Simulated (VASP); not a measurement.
The system is BaTe.

```
Ba Te
1.0
     5.07600    0.00000    0.00000
    -2.53800    4.39594    0.00000
     0.00000    0.00000    8.36316
Ba Te
2 2
Direct
  0.00000 0.00000 0.00000
  0.00000 0.00000 0.50000
  0.33333 0.66667 0.75000
  0.66667 0.33333 0.25000
```

- Program: VASP 6.6.1
- Task: relaxation of cell and atoms
- Functional: PBE
- Potentials or basis: VASP PAW PBE potentials, release 64 (Ba_sv, Te)
- Cutoff: 600 eV
- k mesh: 6 × 6 × 4
- Occupations: gaussian, width 0.02 eV
- Spin: no spin polarisation

At the start: pressure -0.7 GPa; volume 46.65 Å³/atom.

How do energy, volume and symmetry change on relaxing?

Over 7 steps the energy falls by 17.1 meV/atom and the volume is 45.13 Å³/atom (-3.3 %); space group P6_3/mmc (No. 194, to 0.05 Å).

Step by step:
| step | energy change (eV) | largest force (eV/Å) | pressure (GPa) | volume (Å³) |
| --- | --- | --- | --- | --- |
| 1 | 0.0000 | 0.0000 | -0.74 | 186.61 |
| 2 | -0.0539 | 0.0000 | 0.03 | 180.83 |
| 3 | -0.0605 | 0.0000 | 0.43 | 178.13 |
| 4 | -0.0682 | 0.0000 | -0.01 | 180.60 |
| 5 | -0.0682 | 0.0000 | -0.03 | 180.73 |
| 6 | -0.0682 | 0.0000 | -0.02 | 180.67 |
| 7 | -0.0682 | 0.0000 | 0.00 | 180.53 |

Final structure:
```yaml
crystal:
  lattice:
    - [4.91689, 0.00000, 0.00000]
    - [-2.45844, 4.25815, 0.00000]
    - [0.00000, 0.00000, 8.62242]
  atoms:
    - { symbol: Ba, position: [0.00000, 0.00000, 0.00000] }
    - { symbol: Ba, position: [0.00000, 0.00000, 0.50000] }
    - { symbol: Te, position: [0.33333, 0.66667, 0.75000] }
    - { symbol: Te, position: [0.66667, 0.33333, 0.25000] }
```
